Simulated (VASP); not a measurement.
A run of VASP 6.6.1 is set up as follows.

The input POSCAR:

```
MgS
1.0
    0.0000000000      2.8874943781      2.8874943781
    2.8874943781      0.0000000000      2.8874943781
    2.8874943781      2.8874943781      0.0000000000
Mg S
1 1
Direct
    0.0000000000      0.0000000000      0.0000000000
    0.2500000000      0.2500000000      0.2500000000
```

Contents of INCAR.step1:

```
ALGO     = Normal         # electronic algorithm
EDIFF    = 1E-4           # SCF threshold, eV
ENCUT    = 520            # plane-wave cutoff, eV
GGA      = PE             # functional
ISMEAR   = 0              # smearing method
LASPH    = True           # aspherical terms in the spheres
LCHARG   = False          # write CHGCAR
LREAL    = False          # projectors in reciprocal space
LWAVE    = True           # write WAVECAR
NBANDS   = 11             # bands
NELM     = 80             # most SCF steps
PREC     = Accurate       # precision mode
SIGMA    = 0.01           # smearing width, eV
```

Contents of INCAR.step2:

```
ALGO     = Normal         # electronic algorithm
EDIFF    = 1E-6           # SCF threshold, eV
ENCUT    = 520            # plane-wave cutoff, eV
ISIF     = 2              # what is computed and relaxed
ISMEAR   = 0              # smearing method
ISTART   = 1            
LASPH    = True           # aspherical terms in the spheres
LCHARG   = False          # write CHGCAR
LMIXTAU  = True         
LREAL    = False          # projectors in reciprocal space
LWAVE    = False          # write WAVECAR
METAGGA  = R2SCAN         # meta-GGA
NBANDS   = 11             # bands
NELM     = 80             # most SCF steps
PREC     = Accurate       # precision mode
SIGMA    = 0.01           # smearing width, eV
```

Contents of KPOINTS:

```
k-points
0
Gamma
  8 8 8
```

Potentials or basis: VASP PAW PBE potentials, release 64 (Mg, S).

Launch:

```console
$ cat potpaw_PBE.64/Mg/POTCAR potpaw_PBE.64/S/POTCAR > POTCAR
$ cp INCAR.step1 INCAR
$ mpirun -np 1 vasp_std > vasp.out
$ cp INCAR.step2 INCAR
$ mpirun -np 1 vasp_std > vasp.out
```

Question: Estimate the pressure.

Answer: -3.4 GPa.

Question: What does it give for the band gap on the k mesh?

Answer: 3.82 eV, direct.

Caveat: the cell differs from its parent crystal (strain +2.0%); the PAW data sets were made with another functional, which shifts forces and pressure a little.
